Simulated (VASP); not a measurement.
# FePt (P4/mmm) in VASP: further runs

The runs below take FePt through relaxation of cell and atoms, single point, with PBEsol+D3(BJ), PBEsol, RPBE+D4, PBE.

All numbers are computed with VASP 6.6.1; they aren't measurements. Logs are shortened: lines on timing, memory, paths and dates and some standing lists are left out, and cuts for length are marked.

### 1 The cell of the first run

The structure is tetragonal, space group P4/mmm (No. 123). Conventional cell: a = 2.724 Å, b = 2.724 Å, c = 3.720 Å, α = 90.00°, β = 90.00°, γ = 90.00°. Pt (site symmetry 4/mmm) has 8 Fe at 2.68 Å and 4 Pt at 2.72 Å within 3.5 Å. Fe (site symmetry 4/mmm) has 8 Pt at 2.68 Å and 4 Fe at 2.72 Å within 3.5 Å.

### 2 Relaxation of cell and atoms, PBEsol+D3(BJ), collinear spin, ferromagnetic start

Contents of INCAR:

```
ALGO     = Normal         # electronic algorithm
EDIFF    = 1E-7           # SCF threshold, eV
EDIFFG   = -0.01          # ionic threshold
ENCUT    = 600            # plane-wave cutoff, eV
GGA      = PS             # functional
IBRION   = 2              # ionic algorithm
ISIF     = 3              # what is computed and relaxed
ISMEAR   = -1             # smearing method
ISPIN    = 2              # spin polarisation
IVDW     = 12             # dispersion correction
LASPH    = T              # aspherical terms in the spheres
LCHARG   = F              # write CHGCAR
LMAXMIX  = 4              # l up to which the mixer works
LORBIT   = 11             # projections on sites
LREAL    = F              # projectors in reciprocal space
LWAVE    = F              # write WAVECAR
MAGMOM   = 0 3            # initial moments
NELM     = 150            # most SCF steps
NSW      = 60             # ionic steps
PREC     = Accurate       # precision mode
SIGMA    = 0.05           # smearing width, eV
```

Contents of KPOINTS:

```
k-points
0
Gamma
  10 10 7
```

Contents of POSCAR:

```
FePt
1.0
    2.7235000000      0.0000000000      0.0000000000
    0.0000000000      2.7235000000      0.0000000000
    0.0000000000      0.0000000000      3.7200000000
Pt Fe
1 1
Direct
    0.5000000000      0.5000000000      0.5000000000
    0.0000000000      0.0000000000      0.0000000000
```

Potentials or basis: VASP PAW PBE potentials, release 64 (Pt, Fe).

Launch:

```
cat potpaw_PBE.64/Pt/POTCAR potpaw_PBE.64/Fe/POTCAR > POTCAR
mpirun -np 1 vasp_std > vasp.out
```

OUTCAR:

```text
EDIFF = 1E-7
   EDIFFG = -0.01
   ENCUT = 600
   GGA = PS
   IBRION = 2
   ISIF = 3
   ISMEAR = -1
   ISPIN = 2
   IVDW = 12
   LASPH = T
   LORBIT = 11
   LREAL = F
   NELM = 150
   NSW = 60
   PREC = Accurate
 IVDW          = 12

 ion  position               nearest neighbor table
   1  0.500  0.500  0.500-   2 2.68   2 2.68   2 2.68   2 2.68   2 2.68   2 2.68   2 2.68   2 2.68

   2  0.000  0.000  0.000-   1 2.68   1 2.68   1 2.68   1 2.68   1 2.68   1 2.68   1 2.68   1 2.68

  LATTYP: Found a simple tetragonal cell.
 ALAT       =     2.7235000000
 C/A-ratio  =     1.3658894804

  Lattice vectors:

 A1 = (   2.7235000000,   0.0000000000,   0.0000000000)
 A2 = (   0.0000000000,   2.7235000000,   0.0000000000)
 A3 = (   0.0000000000,   0.0000000000,   3.7200000000)

Analysis of symmetry for initial positions (statically):
=====================================================================
 Subroutine PRICEL returns:
 Original cell was already a primitive cell.

 Routine SETGRP: Setting up the symmetry group for a
 simple tetragonal supercell.

 Subroutine GETGRP returns: Found 16 space group operations
 (whereof 16 operations were pure point group operations)
 out of a pool of 16 trial point group operations.

The static configuration has the point symmetry D_4h.

Analysis of symmetry for dynamics (positions and initial velocities):
=====================================================================
 Subroutine PRICEL returns:
 Original cell was already a primitive cell.

 Routine SETGRP: Setting up the symmetry group for a
 simple tetragonal supercell.

 Subroutine GETGRP returns: Found 16 space group operations
 (whereof 16 operations were pure point group operations)
 out of a pool of 16 trial point group operations.

The dynamic configuration has the point symmetry D_4h.

Analysis of structural, dynamic, and magnetic symmetry:
=====================================================================
 Subroutine PRICEL returns:
 Original cell was already a primitive cell.

 Routine SETGRP: Setting up the symmetry group for a
 simple tetragonal supercell.

 Subroutine GETGRP returns: Found 16 space group operations
 (whereof 16 operations were pure point group operations)
 out of a pool of 16 trial point group operations.

The overall configuration has the point symmetry D_4h.

 Subroutine INISYM returns: Found 16 space group operations
 (whereof 16 operations are pure point group operations),
 and found     1 'primitive' translations

----------------------------------------------------------------------------------------

                                     Primitive cell

  volume of cell :      27.5929

  direct lattice vectors                    reciprocal lattice vectors
     2.723500000  0.000000000  0.000000000     0.367174592  0.000000000  0.000000000
     0.000000000  2.723500000  0.000000000     0.000000000  0.367174592  0.000000000
     0.000000000  0.000000000  3.720000000     0.000000000  0.000000000  0.268817204

  length of vectors
     2.723500000  2.723500000  3.720000000     0.367174592  0.367174592  0.268817204

  position of ions in fractional coordinates (direct lattice)
     0.500000000  0.500000000  0.500000000
     0.000000000  0.000000000  0.000000000

  ion indices of the primitive-cell ions
   primitive index   ion index
                 1           1
                 2           2

----------------------------------------------------------------------------------------

 KPOINTS: k-points

Automatic generation of k-mesh.
 Grid dimensions read from file:
 generate k-points for:   10   10    7

 Generating k-lattice:

  Cartesian coordinates                     Fractional coordinates (reciprocal lattice)
     0.036717459  0.000000000  0.000000000     0.100000000  0.000000000  0.000000000
     0.000000000  0.036717459  0.000000000     0.000000000  0.100000000  0.000000000
     0.000000000  0.000000000  0.038402458     0.000000000  0.000000000  0.142857143

  Length of vectors
     0.036717459  0.036717459  0.038402458

  Shift w.r.t. Gamma in fractional coordinates (k-lattice)
     0.000000000  0.000000000  0.000000000

 Subroutine IBZKPT returns following result:
 ===========================================

 Found     84 irreducible k-points:

 Following reciprocal coordinates:
            Coordinates               Weight
  0.000000  0.000000  0.000000      1.000000
  0.100000  0.000000  0.000000      4.000000
  0.200000  0.000000  0.000000      4.000000
  0.300000  0.000000  0.000000      4.000000
  0.400000  0.000000  0.000000      4.000000
  0.500000  0.000000  0.000000      2.000000
[... 16 lines left out ...]
  0.100000  0.000000  0.142857      8.000000
  0.200000  0.000000  0.142857      8.000000
 [... further k-points ...]
   k-points           NKPTS =     84   k-points in BZ     NKDIM =     84   number of bands    NBANDS=     15
   number of dos      NEDOS =    301   number of ions     NIONS =      2
   total plane-waves  NPLWV =  17280
   dimension x,y,z NGX =    24 NGY =   24 NGZ =   30
   dimension x,y,z NGXF=    48 NGYF=   48 NGZF=   60
   ions per type =               1   1
   NGX,Y,Z   is equivalent  to a cutoff of  14.65, 14.65, 13.41 a.u.
   NGXF,Y,Z  is equivalent  to a cutoff of  29.30, 29.30, 26.81 a.u.
 SYSTEM =  unknown system
   PREC   = accura    normal or accurate (medium, high low for compatibility)
   ISTART =      0    job   : 0-new  1-cont  2-samecut
   ICHARG =      2    charge: 1-file 2-atom 10-const
   ISPIN  =      2    spin polarized calculation?
   LNONCOLLINEAR =      F non collinear calculations
   LSORBIT =      F    spin-orbit coupling
   LASPH  =      T    aspherical Exc in radial PAW
   ENCUT  =  600.0 eV  44.10 Ry    6.64 a.u.   5.44  5.44  7.43*2*pi/ulx,y,z
   NELM   =    150;   NELMIN=  2; NELMDL= -5     # of ELM steps
   EDIFF  = 0.1E-06   stopping-criterion for ELM
   LREAL  =      F    real-space projection
   EDIFFG = -.1E-01   stopping-criterion for IOM
   NSW    =     60    number of steps for IOM
   IBRION =      2    ionic relax: 0-MD 1-quasi-New 2-CG
   NFREE  =      1    steps in history (QN), initial steepest desc. (CG)
   ISIF   =      3    stress and relaxation
   ISYM   =      2    0-nonsym 1-usesym 2-fastsym
   POTIM  = 0.5000    time-step for ionic-motion
   TEBEG  =    0.0;   TEEND  =   0.0 temperature during run
   PSTRESS=    0.0 pullay stress
   NELECT =      18.0000    total number of electrons
   NUPDOWN=      -1.0000    fix difference up-down
   EMIN   =  10.00;   EMAX   =-10.00  energy-range for DOS
   EFERMI =   0.00;   METHOD = LEGACY
   ISMEAR =    -1;   SIGMA  =   0.05  broadening in eV -4-tet -1-fermi 0-gaus
   EFERMI_NEDOS =   21; number of points for ismear=-14 and -15
   IALGO  =     38    algorithm
   IMIX   =      4    mixing-type and parameters
     AMIX     =   0.40;   BMIX     =  1.00
     AMIX_MAG =   1.60;   BMIX_MAG =  1.00
  volume/ion in A,a.u.               =      13.80        93.10
  Fermi-wavevector in a.u.,A,eV,Ry     =   1.419819  2.683070 27.427809  2.015887
  Thomas-Fermi vector in A             =   2.540800
   LORBIT       =     11    0 simple, 1 ext, 2 COOP (PROOUT), +10 PAW based schemes
   GGA     = PS    functional components
   LHFCALC =     F    Hartree Fock is set to
   AEXX    =    0.0000 exact exchange contribution
   IVDW    =    12    specifies the selected vdW correction
   LEPSILON=     F    determine dielectric tensor
   LRPA    =     F    only Hartree local field effects (RPA)
 conjugate gradient relaxation of ions
 spin polarized calculation
  energy-cutoff  :      600.00
  volume of cell :       27.59
 maximum number of plane-waves:       936
 NGX is ok and might be reduce to    24
   NGX = 11   NGY = 11   NGZ = 15

--------------------------------------- Ionic step        1  -------------------------------------------

 number of electron      18.0000002 magnetization       3.2730398

 Free energy of the ion-electron system (eV)
  ---------------------------------------------------
  ext. energy  EPLUGINS =         0.00000000
  ---------------------------------------------------
  free energy    TOTEN  =       -16.28022125 eV

  energy without entropy =      -16.26863783  energy(sigma->0) =      -16.27442954

------------------------ aborting loop because EDIFF is reached ----------------------------------------

 Edisp (eV)   -1.01836

 E8    (eV) :    -0.6913

  FORCE on cell =-STRESS in cart. coord.  units (eV):
  Direction    XX          YY          ZZ          XY          YZ          ZX
  --------------------------------------------------------------------------------------
  -------------------------------------------------------------------------------------
  Total      -2.15935    -2.15935    -1.99249     0.00000     0.00000    -0.00000
  in kB    -125.38204  -125.38204  -115.69342     0.00000     0.00000    -0.00000
  external pressure =     -122.15 kB  Pullay stress =        0.00 kB
[... 21 lines left out ...]
  energy  without entropy=      -17.2869935596  energy(sigma->0) =      -17.29278527

--------------------------------------- Ionic step        2  -------------------------------------------

 number of electron      18.0000000 magnetization       2.9160439

 E-fermi :  10.8629     XC(G=0): -14.1272

 val. band max:       10.8567222744   @ k =   0.5000   0.4000   0.2857
 cond. band min:      10.8703510809   @ k =   0.5000   0.2000   0.1429
 fundamental gap:      0.0136288065
 Fermi energy:        10.8628650204

 spin component 1

 k-point     1 :       0.0000    0.0000    0.0000
  band No.  band energies     occupation
      1      -0.1270      1.00000
      2       3.1927      1.00000
      3       3.2678      1.00000
      4       7.0109      1.00000
      5       7.0109      1.00000
      6       7.8119      1.00000
      7       8.9250      1.00000
      8       9.1652      1.00000
      9      10.6376      0.98906
     10      10.9640      0.11693
     11      10.9640      0.11693
     12      13.1964      0.00000
     13      22.6012      0.00000
     14      23.6112      0.00000
     15      23.6112      0.00000
[... 1087 lines left out ...]
  energy  without entropy=      -17.3479718797  energy(sigma->0) =      -17.35313317

--------------------------------------- Ionic step        8  -------------------------------------------

 number of electron      18.0000000 magnetization       3.1935685

 Free energy of the ion-electron system (eV)
  ---------------------------------------------------
  ext. energy  EPLUGINS =         0.00000000
  ---------------------------------------------------
  free energy    TOTEN  =       -16.28201114 eV

  energy without entropy =      -16.27170196  energy(sigma->0) =      -16.27685655

 E-fermi :   9.3103     XC(G=0): -13.5233

 val. band max:        9.3042210615   @ k =   0.4000   0.4000   0.2857
 cond. band min:       9.3129611028   @ k =   0.5000   0.2000   0.4286
 fundamental gap:      0.0087400414
 Fermi energy:         9.3102698286

 spin component 1

 k-point     1 :       0.0000    0.0000    0.0000
  band No.  band energies     occupation
      1      -0.8117      1.00000
      2       2.5088      1.00000
      3       2.6544      1.00000
      4       5.7462      1.00000
      5       5.7462      1.00000
      6       6.3210      1.00000
      7       7.2785      1.00000
      8       7.4544      1.00000
      9       8.8935      0.99976
     10       9.0802      0.99005
     11       9.0802      0.99005
     12      11.4970      0.00000
     13      19.6355      0.00000
     14      21.3407      0.00000
     15      21.3407      0.00000
[... 883 lines left out ...]
  FREE ENERGIE OF THE ION-ELECTRON SYSTEM (eV)
  ---------------------------------------------------
  free  energy   TOTEN  =       -17.3582867888 eV

  energy  without entropy=      -17.3479776113  energy(sigma->0) =      -17.35313220

 reached required accuracy - stopping structural energy minimisation

 total charge

# of ion       s       p       d       tot
------------------------------------------
    1        0.737   0.736   8.084   9.557
    2        0.433   0.502   6.176   7.112
--------------------------------------------------
tot          1.170   1.239  14.259  16.669

 magnetization (x)

# of ion       s       p       d       tot
------------------------------------------
    1       -0.024  -0.063   0.422   0.335
    2        0.003  -0.005   2.819   2.816
--------------------------------------------------
tot         -0.021  -0.068   3.241   3.151
```

It took 7.7 min on 1 thread of Oxide Virtual Turin-like, shared host; peak memory 0.2 GiB.

Results:

| Property | Result |
| --- | --- |
| Free energy | -17.3583 eV |
| Relaxed volume | 13.06 Å³/atom |
| Relaxed cell | a = 2.670 Å, b = 2.670 Å, c = 3.665 Å, α = 90.00°, β = 90.00°, γ = 90.00° |
| Space group after relaxing (to 0.1 Å) | P4/mmm (No. 123) |
| Energy gained by relaxing | 29.9 meV/atom |
| Ionic steps | 8 |
| Pressure after relaxing | 0.1 GPa |
| Net moment | 3.19 μB per cell |
| Site moments | Pt +0.34; Fe +2.82 μB |
| Valence electrons inside the program's atomic spheres | Pt 9.56; Fe 7.11 |
| Dispersion energy per atom | -0.538 eV |

Step by step:
| step | energy change (eV) | largest force (eV/Å) | pressure (GPa) | volume (Å³) |
| --- | --- | --- | --- | --- |
| 1 | 0.0000 | 0.0000 | -12.22 | 27.59 |
| 2 | 0.1759 | 0.0000 | 31.93 | 23.60 |
| 3 | -0.0595 | 0.0000 | -0.70 | 26.20 |
| 4 | -0.0596 | 0.0000 | -0.08 | 26.13 |
| 5 | -0.0596 | 0.0000 | 0.20 | 26.11 |
| 6 | -0.0597 | 0.0000 | -0.31 | 26.16 |
| 7 | -0.0597 | 0.0000 | -0.19 | 26.15 |
| 8 | -0.0597 | 0.0000 | 0.06 | 26.12 |

Final structure:
```
CELL_PARAMETERS angstrom
2.66984 0.00000 0.00000
0.00000 2.66984 0.00000
0.00000 0.00000 3.66467
ATOMIC_POSITIONS crystal
Pt 0.50000 0.50000 0.50000
Fe 0.00000 0.00000 0.00000
```

Caveat: the PAW data sets were made with another functional, which shifts forces and pressure a little; spin-orbit coupling is left out, which moves the levels of the heavy elements.

### 3 Single point, PBEsol, collinear spin, ferromagnetic start

This run uses another cell than the first one, of 13.42 Å³/atom.

Contents of INCAR:

```
PREC = Accurate
ENCUT = 520
EDIFF = 1E-6
ISMEAR = -1
SIGMA = 0.05
LREAL = F
LASPH = T
NELM = 150
ALGO = Normal
ISIF = 2
LWAVE = F
LCHARG = F
ISPIN = 2
MAGMOM = 0 3
LORBIT = 11
LMAXMIX = 4
GGA = PS
NBANDS = 20
```

Contents of KPOINTS:

```
Automatic mesh
0
Gamma
  10 10 7
```

Contents of POSCAR:

```
FePt
1.0
    2.6941731771      0.0000000000      0.0000000000
    0.0000000000      2.6941731771      0.0000000000
    0.0000000000      0.0000000000      3.6983903862
Pt Fe
1 1
Direct
    0.5000000000      0.5000000000      0.5000000000
    0.0000000000      0.0000000000      0.0000000000
```

Potentials or basis: VASP PAW PBE potentials, release 64 (Pt, Fe).

Launch:

```
cat potpaw_PBE.64/Pt/POTCAR potpaw_PBE.64/Fe/POTCAR > POTCAR
mpirun -np 1 vasp_std > vasp.out
```

It took 66 s on 1 thread of Oxide Virtual Turin-like, shared host; peak memory 0.16 GiB.

Results (log left out):

| Item | Value |
| --- | --- |
| Free energy | -16.2963 eV |
| Pressure | -0.3 GPa |
| Net moment | 3.22 μB per cell |
| Site moments | Pt +0.33; Fe +2.86 μB |
| Valence electrons inside the program's atomic spheres | Pt 9.49; Fe 7.05 |

Stress tensor (GPa, compression positive):
```
-0.35  0.00  0.00
 0.00 -0.35  0.00
 0.00  0.00 -0.23
```

Levels at points of the mesh, in eV from the Fermi level:
Spin up:
| k point | band 7 | band 8 | band 9 | band 10 | band 11 | band 12 | band 13 | band 14 | band 15 | band 16 |
| --- | --- | --- | --- | --- | --- | --- | --- | --- | --- | --- |
| (0.00, 0.00, 0.00) | -2.06 | -1.89 | -0.47 | -0.31 | -0.31 | 2.15 | 9.97 | 11.84 | 11.84 | 17.21 |
| (0.50, 0.00, 0.00) | -2.77 | -2.48 | -2.10 | -1.66 | 0.25 | 2.16 | 10.53 | 10.68 | 12.73 | 13.54 |
| (0.50, 0.50, 0.00) | -0.45 | -0.39 | -0.39 | 0.65 | 1.57 | 1.57 | 7.88 | 10.39 | 10.92 | 12.44 |
Spin down:
```
           k point  band 4  band 5  band 6  band 7  band 8  band 9  band 10  band 11  band 12  band 13
(0.00, 0.00, 0.00)   -2.45   -2.45   -0.85   -0.76    0.53    1.66     1.72     1.72     2.39    10.81
(0.50, 0.00, 0.00)   -3.61   -2.54   -1.40   -1.29   -1.00    0.45     0.69     2.49     2.66    11.34
(0.50, 0.50, 0.00)   -4.97    1.00    1.25    1.65    1.77    1.77     1.79     1.79     1.82     8.71
```

Caveat: the PAW data sets were made with another functional, which shifts forces and pressure a little; spin-orbit coupling is left out, which moves the levels of the heavy elements.

### 4 Single point, RPBE+D4, collinear spin, ferromagnetic start

This run uses another cell than the first one, of 13.62 Å³/atom.

Contents of INCAR:

```
ALGO = Normal
EDIFF = 1E-7
ENCUT = 520
GGA = RP
ISIF = 2
ISMEAR = -1
ISPIN = 2
IVDW = 13
LASPH = True
LCHARG = False
LMAXMIX = 4
LORBIT = 11
LREAL = False
LWAVE = False
MAGMOM = 0 3
NBANDS = 20
NELM = 150
PREC = Accurate
SIGMA = 0.05
```

Contents of KPOINTS:

```
k-points
0
Gamma
  10 10 7
```

Contents of POSCAR:

```
FePt
1.0
    2.7110147879      0.0000000000      0.0000000000
    0.0000000000      2.7110147879      0.0000000000
    0.0000000000      0.0000000000      3.7068248769
Pt Fe
1 1
Direct
    0.5000000000      0.5000000000      0.5000000000
    0.0000000000      0.0000000000      0.0000000000
```

Launch:

```
cat potpaw_PBE.64/Pt/POTCAR potpaw_PBE.64/Fe/POTCAR > POTCAR
mpirun -np 1 vasp_std > vasp.out
```

It took 99 s on 1 thread of Oxide Virtual Turin-like, shared host; peak memory 0.17 GiB.

The run converged. Its results:

* Free energy: -15.7434 eV
* Pressure: -0.5 GPa
* Net moment: 3.28 μB per cell
* Site moments: Pt +0.33; Fe +2.92 μB
* Valence electrons inside the program's atomic spheres: Pt 9.48; Fe 7.00
* Dispersion energy per atom: -1.021 eV

Stress tensor (GPa, compression positive):
```
-0.54  0.00  0.00
 0.00 -0.54  0.00
 0.00  0.00 -0.41
```

Levels at points of the mesh, in eV from the Fermi level:
Spin up:
```
           k point  band 9  band 10  band 11  band 12  band 13  band 14
(0.00, 0.00, 0.00)   -0.56    -0.44    -0.44     2.27     9.88    11.76
(0.50, 0.00, 0.00)   -2.23    -1.68     0.12     2.06    10.50    10.61
(0.50, 0.50, 0.00)   -0.52     0.55     1.61     1.61     7.71    10.20
```
Spin down:
```csv
k point,band 6,band 7,band 8,band 9,band 10,band 11
"(0.00, 0.00, 0.00)",-0.84,-0.79,0.60,1.69,1.69,1.73
"(0.50, 0.00, 0.00)",-1.42,-1.23,-0.92,0.55,0.69,2.41
"(0.50, 0.50, 0.00)",1.27,1.69,1.71,1.71,1.73,1.76
```

Caveat: the dispersion term is far too large for a dense solid, which distorts pressure and volume; the PAW data sets were made with another functional, which shifts forces and pressure a little; spin-orbit coupling is left out, which moves the levels of the heavy elements.

[end of part 1 of 2]
